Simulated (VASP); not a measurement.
Set up this calculation in VASP 6.6.1, as the native input.

* Task: single point
* Functional: PBE
* Potentials or basis: VASP PAW PBE potentials, release 64 (Ru_pv, Al)
* Cutoff: 520 eV
* k mesh: 13 × 13 × 13
* Occupations: fermi-dirac, width 0.1 eV
* Spin: no spin polarisation
* Dipole correction: no
* Further INCAR settings: ALGO = Normal; EDIFF = 1e-06; NBANDS = 16

The structure of AlRu (CsCl type) lies in POSCAR:

```
AlRu
1.0
    2.7891262426      0.0000000000      0.0000000000
    0.0000000000      2.7891262426      0.0000000000
    0.0000000000      0.0000000000      2.7891262426
Ru Al
1 1
Direct
    0.0000000000      0.0000000000      0.0000000000
    0.5000000000      0.5000000000      0.5000000000
```

This cell differs from its parent crystal: volume scaled by 0.8.

These files were run (other wordings do the same):

INCAR

```
PREC = Accurate ; ENCUT = 520
EDIFF = 1E-6 ; ISMEAR = -1
SIGMA = 0.1 ; LREAL = F
LASPH = T ; NELM = 100
ALGO = Normal ; ISIF = 2
LWAVE = F ; LCHARG = F
GGA = PE ; NBANDS = 16
```

KPOINTS

```
regular mesh
0
Gamma
  13 13 13
```

Potentials or basis: VASP PAW PBE potentials, release 64 (Ru_pv, Al).

Command:

```bash
$ cat potpaw_PBE.64/Ru_pv/POTCAR potpaw_PBE.64/Al/POTCAR > POTCAR
$ mpirun -np 1 vasp_std > vasp.out
```

It gave:

* Pressure: 73.9 GPa

Wall time 12 s on 1 thread of Intel(R) Xeon(R) 6975P-C (Granite Rapids) (shared host), peak memory 0.15 GiB.
